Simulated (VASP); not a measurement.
Here is a VASP 6.6.1 calculation.

File INCAR:

```
  PREC = Accurate
  ENCUT = 520
  EDIFF = 1E-6
  ISMEAR = 0
  SIGMA = 0.02
  LREAL = False
  LASPH = True
  NELM = 80
  ALGO = Normal
  ISIF = 2
  LWAVE = False
  LCHARG = False
  GGA = PS
  NBANDS = 56
```

Contents of KPOINTS:

```
Automatic mesh
0
Gamma
  4 4 4
```

POSCAR

```
HfO2
1.0
    5.0956762375      0.0000000000     -0.0019234324
    0.0000000000      5.1770571813      0.0000000000
   -0.8783916906      0.0000000000      5.1968913486
Hf O
4 8
Direct
    0.2771467369      0.4570458330      0.7081795836
    0.7228532631      0.9570458330      0.7918204164
    0.7228532631      0.5429541670      0.2918204164
    0.2771467369      0.0429541670      0.2081795836
    0.4471346448      0.7418166537      0.9799930225
    0.5528653552      0.2418166537      0.5200069775
    0.5528653552      0.2581833463      0.0200069775
    0.4471346448      0.7581833463      0.4799930225
    0.0712348775      0.3373418012      0.3408778812
    0.9287651225      0.8373418012      0.1591221188
    0.9287651225      0.6626581988      0.6591221188
    0.0712348775      0.1626581988      0.8408778812
```

Potentials or basis: VASP PAW PBE potentials, release 64 (Hf_pv, O).

Launch:

```console
$ cat potpaw_PBE.64/Hf_pv/POTCAR potpaw_PBE.64/O/POTCAR > POTCAR
$ mpirun -np 1 vasp_std > vasp.out
```

Task: What does it give for the band gap on the k mesh?

Result: 3.93 eV, indirect (least direct gap 4.03 eV).

Task: Estimate the pressure.

Result: -3.0 GPa.

Task: What does it give for the largest force?

Result: 0.073 eV/Å.

Stress tensor (GPa, compression positive):
```
-2.98  0.00 -0.19
 0.00 -3.03  0.00
-0.19  0.00 -3.05
```

Caveat: the PAW data sets were made with another functional, which shifts forces and pressure a little; spin-orbit coupling is left out, which moves the levels of the heavy elements. A hybrid or GW would open this gap; PBEsol tends to underestimate it.
